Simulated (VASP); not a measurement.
# NaF (F-43m) in VASP: single point with HSE06

Aim: the single point of NaF with HSE06.

Everything below comes from runs of VASP 6.6.1. Logs are shortened: lines on timing, memory, paths and dates and some standing lists are left out, and cuts for length are marked.

### 1 The cell of the first run

The structure is cubic, space group F-43m (No. 216). Conventional cell: a = 4.805 Å, b = 4.805 Å, c = 4.805 Å, α = 90.00°, β = 90.00°, γ = 90.00°. Na (site symmetry -43m) has 4 F at 2.08 Å within 2.8 Å. Within 2.8 Å of F (site symmetry -43m) lie 4 Na at 2.08 Å.

### 2 Single point, HSE06 (strain -5.1%)

POSCAR

```
NaF
1.0
    0.0000000000      2.4024201565      2.4024201565
    2.4024201565      0.0000000000      2.4024201565
    2.4024201565      2.4024201565      0.0000000000
Na F
1 1
Direct
    0.0000000000      0.0000000000      0.0000000000
    0.2500000000      0.2500000000      0.2500000000
```

INCAR.step1

```
SYSTEM = NaF
ALGO = Normal
EDIFF = 1E-5
ENCUT = 520
GGA = PE
ISIF = 2
ISMEAR = 0
LASPH = .TRUE.
LCHARG = .FALSE.
LREAL = .FALSE.
LWAVE = .TRUE.
NBANDS = 14
NELM = 80
PREC = Accurate
SIGMA = 0.01
```

INCAR.step2

```
SYSTEM = NaF
ALGO = Normal
EDIFF = 1E-6
ENCUT = 520
GGA = PE
HFSCREEN = 0.2079
ISIF = 2
ISMEAR = 0
ISTART = 1
LASPH = .TRUE.
LCHARG = .FALSE.
LHFCALC = .TRUE.
LREAL = .FALSE.
LWAVE = .FALSE.
NBANDS = 14
NELM = 80
PREC = Accurate
PRECFOCK = Normal
SIGMA = 0.01
```

KPOINTS

```
k-points
0
G
  6 6 6
  0 0 0
```

Potentials or basis: VASP PAW PBE potentials, release 64 (Na_pv, F).

On the command line:

```bash
> cat potpaw_PBE.64/Na_pv/POTCAR potpaw_PBE.64/F/POTCAR > POTCAR
> cp INCAR.step1 INCAR
> mpirun -np 1 vasp_std > vasp.out
> cp INCAR.step2 INCAR
> mpirun -np 1 vasp_std > vasp.out
```

OUTCAR:

```text
SYSTEM = NaF
   EDIFF = 1E-6
   ENCUT = 520
   GGA = PE
   HFSCREEN = 0.2079
   ISIF = 2
   ISMEAR = 0
   ISTART = 1
   LASPH = .TRUE.
   LHFCALC = .TRUE.
   LREAL = .FALSE.
   NELM = 80
   PREC = Accurate
   PRECFOCK = Normal

 ion  position               nearest neighbor table
   1  0.000  0.000  0.000-   2 2.08   2 2.08   2 2.08   2 2.08
   2  0.250  0.250  0.250-   1 2.08   1 2.08   1 2.08   1 2.08

  LATTYP: Found a face centered cubic cell.
 ALAT       =     4.8048403130

  Lattice vectors:

 A1 = (   0.0000000000,   2.4024201565,   2.4024201565)
 A2 = (   2.4024201565,   0.0000000000,   2.4024201565)
 A3 = (   2.4024201565,   2.4024201565,   0.0000000000)

Analysis of symmetry for initial positions (statically):
=====================================================================
 Subroutine PRICEL returns:
 Original cell was already a primitive cell.

 Routine SETGRP: Setting up the symmetry group for a
 face centered cubic supercell.

 Subroutine GETGRP returns: Found 24 space group operations
 (whereof 24 operations were pure point group operations)
 out of a pool of 48 trial point group operations.

The static configuration has the point symmetry T_d .

Analysis of symmetry for dynamics (positions and initial velocities):
=====================================================================
 Subroutine PRICEL returns:
 Original cell was already a primitive cell.

 Routine SETGRP: Setting up the symmetry group for a
 face centered cubic supercell.

 Subroutine GETGRP returns: Found 24 space group operations
 (whereof 24 operations were pure point group operations)
 out of a pool of 48 trial point group operations.

The dynamic configuration has the point symmetry T_d .

 Subroutine INISYM returns: Found 24 space group operations
 (whereof 24 operations are pure point group operations),
 and found     1 'primitive' translations

----------------------------------------------------------------------------------------

                                     Primitive cell

  volume of cell :      27.7317

  direct lattice vectors                    reciprocal lattice vectors
     0.000000000  2.402420156  2.402420156    -0.208123462  0.208123462  0.208123462
     2.402420156  0.000000000  2.402420156     0.208123462 -0.208123462  0.208123462
     2.402420156  2.402420156  0.000000000     0.208123462  0.208123462 -0.208123462

  length of vectors
     3.397535168  3.397535168  3.397535168     0.360480410  0.360480410  0.360480410

  position of ions in fractional coordinates (direct lattice)
     0.000000000  0.000000000  0.000000000
     0.250000000  0.250000000  0.250000000

  ion indices of the primitive-cell ions
   primitive index   ion index
                 1           1
                 2           2

----------------------------------------------------------------------------------------

 KPOINTS: k-points

Automatic generation of k-mesh.
 Grid dimensions read from file:
 generate k-points for:    6    6    6

 Generating k-lattice:

  Cartesian coordinates                     Fractional coordinates (reciprocal lattice)
    -0.034687244  0.034687244  0.034687244     0.166666667  0.000000000  0.000000000
     0.034687244 -0.034687244  0.034687244     0.000000000  0.166666667  0.000000000
     0.034687244  0.034687244 -0.034687244     0.000000000  0.000000000  0.166666667

  Length of vectors
     0.060080068  0.060080068  0.060080068

  Shift w.r.t. Gamma in fractional coordinates (k-lattice)
     0.000000000  0.000000000  0.000000000

 Subroutine IBZKPT returns following result:
 ===========================================

 Found     16 irreducible k-points:

 Following reciprocal coordinates:
            Coordinates               Weight
  0.000000  0.000000  0.000000      1.000000
  0.166667  0.000000  0.000000      8.000000
  0.333333  0.000000  0.000000      8.000000
  0.500000  0.000000  0.000000      4.000000
  0.166667  0.166667  0.000000      6.000000
  0.333333  0.166667  0.000000     24.000000
[... 8 lines left out ...]
 -0.333333  0.333333  0.166667     24.000000
 -0.333333  0.500000  0.166667     12.000000
   k-points           NKPTS =     16   k-points in BZ     NKDIM =    216   number of bands    NBANDS=     14
   number of dos      NEDOS =    301   number of ions     NIONS =      2
   total plane-waves  NPLWV =  21952
   dimension x,y,z NGX =    28 NGY =   28 NGZ =   28
   dimension x,y,z NGXF=    56 NGYF=   56 NGZF=   56
   ions per type =               1   1
   NGX,Y,Z   is equivalent  to a cutoff of  13.70, 13.70, 13.70 a.u.
   NGXF,Y,Z  is equivalent  to a cutoff of  27.40, 27.40, 27.40 a.u.
 SYSTEM =  NaF
   PREC   = accura    normal or accurate (medium, high low for compatibility)
   ISTART =      1    job   : 0-new  1-cont  2-samecut
   ICHARG =      0    charge: 1-file 2-atom 10-const
   ISPIN  =      1    spin polarized calculation?
   LNONCOLLINEAR =      F non collinear calculations
   LSORBIT =      F    spin-orbit coupling
   LASPH  =      T    aspherical Exc in radial PAW
   ENCUT  =  520.0 eV  38.22 Ry    6.18 a.u.   6.32  6.32  6.32*2*pi/ulx,y,z
   NELM   =     80;   NELMIN=  2; NELMDL=  0     # of ELM steps
   EDIFF  = 0.1E-05   stopping-criterion for ELM
   LREAL  =      F    real-space projection
   EDIFFG = 0.1E-04   stopping-criterion for IOM
   NSW    =      0    number of steps for IOM
   IBRION =     -1    ionic relax: 0-MD 1-quasi-New 2-CG
   NFREE  =      0    steps in history (QN), initial steepest desc. (CG)
   ISIF   =      2    stress and relaxation
   ISYM   =      3    0-nonsym 1-usesym 2-fastsym
   POTIM  = 0.5000    time-step for ionic-motion
   TEBEG  =    0.0;   TEEND  =   0.0 temperature during run
   PSTRESS=    0.0 pullay stress
   NELECT =      14.0000    total number of electrons
   NUPDOWN=      -1.0000    fix difference up-down
   EMIN   =  10.00;   EMAX   =-10.00  energy-range for DOS
   EFERMI =   0.00;   METHOD = LEGACY
   ISMEAR =     0;   SIGMA  =   0.01  broadening in eV -4-tet -1-fermi 0-gaus
   EFERMI_NEDOS =   21; number of points for ismear=-14 and -15
   IALGO  =     38    algorithm
   IMIX   =      1    mixing-type and parameters
     AMIX     =   0.40;   BMIX     =  1.00
     AMIX_MAG =   1.60;   BMIX_MAG =  1.00
  volume/ion in A,a.u.               =      13.87        93.57
  Fermi-wavevector in a.u.,A,eV,Ry     =   1.303543  2.463338 23.119335  1.699223
  Thomas-Fermi vector in A             =   2.434538
   LORBIT       =      0    0 simple, 1 ext, 2 COOP (PROOUT), +10 PAW based schemes
   GGA     = PE    functional components
   LHFCALC =     T    Hartree Fock is set to
   PRECFOCK=normal    Normal, Fast or Accurate (Low or Medium for compatibility)
   ENCUT4O =  -1.0   cutoff for four orbital integrals eV
   NKREDX  =     1    reduce k-point grid by
   NKREDY  =     1    reduce k-point grid by
   NKREDZ  =     1    reduce k-point grid by
   AEXX    =    0.2500 exact exchange contribution
   HFSCREEN=    0.2079 screening length (either q_TF or 0.3 A-1)
   HFSCREENC=   0.2079 screening length for correlation (either q_TF or 0.3 A-1)
   ENCUTFOCK=  -1.0 apply spherical cutoff to Coloumb kernel
   IVDW    =     0    specifies the selected vdW correction
   LEPSILON=     F    determine dielectric tensor
   LRPA    =     F    only Hartree local field effects (RPA)
 non-spin polarized calculation
 Gauss-broadening in eV      SIGMA  =   0.01
  energy-cutoff  :      520.00
  volume of cell :       27.73
 maximum number of plane-waves:       754
 NGX is ok and might be reduce to    28
  NGX = 20; NGY = 20; NGZ = 20

 number of electron      13.9999991 magnetization

 Free energy of the ion-electron system (eV)
  ---------------------------------------------------
  ext. energy  EPLUGINS =         0.00000000
  ---------------------------------------------------
  free energy    TOTEN  =        -9.97147294 eV

  energy without entropy =       -9.97147294  energy(sigma->0) =       -9.97147294

 E-fermi :  -4.4328     XC(G=0):  -6.9091

 val. band max:       -4.5846957335   @ k =   0.0000   0.0000   0.0000
 cond. band min:       3.6659854035   @ k =   0.0000   0.0000   0.0000
 fundamental gap:      8.2506811370
 Fermi energy:        -4.4328355854

 k-point     1 :       0.0000    0.0000    0.0000
  band No.  band energies     occupation
      1     -25.0132      2.00000
      2     -24.2911      2.00000
      3     -24.2911      2.00000
      4     -24.2911      2.00000
      5      -4.5847      2.00000
      6      -4.5847      2.00000
      7      -4.5847      2.00000
      8       3.6660      0.00000
      9      18.7894      0.00000
     10      18.7894      0.00000
     11      18.7894      0.00000
     12      20.5913      0.00000
     13      20.5913      0.00000
     14      20.5913      0.00000

 k-point     2 :       0.1667    0.0000    0.0000
  band No.  band energies     occupation
      1     -25.2263      2.00000
      2     -24.2963      2.00000
      3     -24.2963      2.00000
      4     -24.0549      2.00000
      5      -4.8957      2.00000
      6      -4.5935      2.00000
      7      -4.5935      2.00000
      8       4.4851      0.00000
      9      15.7562      0.00000
     10      17.8793      0.00000
     11      17.8793      0.00000
     12      20.2487      0.00000
     13      20.3160      0.00000
     14      20.3160      0.00000
[... 207 lines left out ...]
      1     -25.6528      2.00000
      2     -24.3680      2.00000
      3     -24.3323      2.00000
      4     -23.4754      2.00000
      5      -5.3076      2.00000
      6      -5.0301      2.00000
      7      -4.7183      2.00000
      8       8.6867      0.00000
      9      10.5443      0.00000
     10      13.7105      0.00000
     11      15.6185      0.00000
     12      20.8547      0.00000
     13      21.7618      0.00000
     14      24.7927      0.00000

 k-point    16 :      -0.3333    0.5000    0.1667
  band No.  band energies     occupation
      1     -25.6790      2.00000
      2     -24.3634      2.00000
      3     -24.3450      2.00000
      4     -23.4371      2.00000
      5      -5.3602      2.00000
      6      -4.9576      2.00000
      7      -4.7859      2.00000
      8       8.6051      0.00000
      9      10.6015      0.00000
     10      14.5559      0.00000
     11      14.8357      0.00000
     12      19.6323      0.00000
     13      22.2771      0.00000
     14      24.0970      0.00000

------------------------ aborting loop because EDIFF is reached ----------------------------------------

  FORCE on cell =-STRESS in cart. coord.  units (eV):
  Direction    XX          YY          ZZ          XY          YZ          ZX
  --------------------------------------------------------------------------------------
  -------------------------------------------------------------------------------------
  Total        1.6776106      1.6776106      1.6776106     -0.0000000      0.0000000     -0.0000000
  in kB       96.9225570     96.9225570     96.9225570     -0.0000000      0.0000000     -0.0000000
  external PRESSURE =      96.9225570 kB  Pullay stress =       0.0000000 kB

 VOLUME and BASIS-vectors are now :
 -----------------------------------------------------------------------------
  energy-cutoff  :      520.00
  volume of cell :       27.73
      direct lattice vectors                 reciprocal lattice vectors
     0.000000000  2.402420156  2.402420156    -0.208123462  0.208123462  0.208123462
     2.402420156  0.000000000  2.402420156     0.208123462 -0.208123462  0.208123462
     2.402420156  2.402420156  0.000000000     0.208123462  0.208123462 -0.208123462

 POSITION                                       TOTAL-FORCE (eV/Angst)
 -----------------------------------------------------------------------------------
      0.00000      0.00000      0.00000        -0.000000      0.000000     -0.000000
      1.20121      1.20121      1.20121         0.000000     -0.000000      0.000000
 -----------------------------------------------------------------------------------
    total drift:                               -0.000002     -0.000003     -0.000003

  FREE ENERGIE OF THE ION-ELECTRON SYSTEM (eV)
  ---------------------------------------------------
  free  energy   TOTEN  =        -9.9714729391 eV

  energy  without entropy=       -9.9714729391  energy(sigma->0) =       -9.97147294
```

Wall time 18 min (1 thread of Intel Xeon Platinum 8375C at 2.90GHz (Ice Lake), shared host); peak memory 0.25 GiB.

What came out:

```
Free energy            : -9.9715 eV
Pressure               : 9.7 GPa
Band gap on the k mesh : 8.25 eV
```

Caveat: the cell differs from its parent crystal (strain -5.1%); the cell stands under pressure; the structure was generated, so it needn't be the stable form of NaF; the PAW data sets were made with another functional, which shifts forces and pressure a little.
